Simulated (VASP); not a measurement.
Set up this calculation in VASP 6.6.1, as the native input.

* Task: single point
* Functional: PBE
* Potentials or basis: VASP PAW PBE potentials, release 64 (Al, Ir)
* Cutoff: 520 eV
* k mesh: 6 × 6 × 6
* Occupations: gaussian, width 0.1 eV
* Spin: no spin polarisation
* Dipole correction: no
* Further INCAR settings: ALGO = Fast; EDIFF = 1e-06; NBANDS = 18

The structure of Al4Ir lies in POSCAR:

```
Al4Ir
1.0
   -2.8852531581      2.8852531581      2.8852531581
    2.8852531581     -2.8852531581      2.8852531581
    2.8852531581      2.8852531581     -2.8852531581
Al Ir
4 1
Direct
    0.0000000000      0.0000000000      0.5000000000
    0.5000000000      0.0000000000      0.0000000000
    0.5000000000      0.5000000000      0.5000000000
    0.0000000000      0.5000000000      0.0000000000
    0.0000000000      0.0000000000      0.0000000000
```

The input as run:

INCAR

```
  ALGO = Fast
  EDIFF = 1E-6
  ENCUT = 520
  GGA = PE
  ISIF = 2
  ISMEAR = 0
  LASPH = T
  LCHARG = F
  LREAL = F
  LWAVE = F
  NBANDS = 18
  NELM = 100
  PREC = Accurate
  SIGMA = 0.1
```

KPOINTS

```
k-points
0
Gamma
  6 6 6
```

Potentials or basis: VASP PAW PBE potentials, release 64 (Al, Ir).

Launch:

```sh
$ cat potpaw_PBE.64/Al/POTCAR potpaw_PBE.64/Ir/POTCAR > POTCAR
$ mpirun -np 1 vasp_std > vasp.out
```

It gave:

```
Pressure : 0.0 GPa
```

Wall time 36 s on 1 thread of Intel(R) Xeon(R) Platinum 8375C CPU @ 2.90GHz (Ice Lake), with other jobs on the host, peak memory 0.24 GiB.
